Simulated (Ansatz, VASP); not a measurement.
CdO in VASP and in Ansatz

```
CELL_PARAMETERS angstrom
0.00000 2.32923 2.32923
2.32923 0.00000 2.32923
2.32923 2.32923 0.00000
ATOMIC_POSITIONS crystal
Cd 0.00000 0.00000 0.00000
O 0.50000 0.50000 0.50000
```

Alike in both runs: task single point; functional r2SCAN; k mesh 8 × 8 × 8; occupations fermi-dirac, width 0.02 eV; no spin polarisation.

```csv
,VASP,Ansatz
version,VASP 6.6.1,Ansatz 0.2.0
potentials or method,"VASP PAW PBE potentials, release 64 (Cd, O)","plane waves, PAW"
plane-wave cutoff (eV),660,500
valence electrons in the cell,18,26
```

```csv
,VASP,Ansatz,Ansatz less VASP
pressure (GPa),6.6,4.8,-1.80
```

VASP's potentials were made for PBE, not for r2SCAN. VASP's potentials hold 18 valence electrons a cell and Ansatz's 26, so a difference there can come from the potentials and not from the codes.
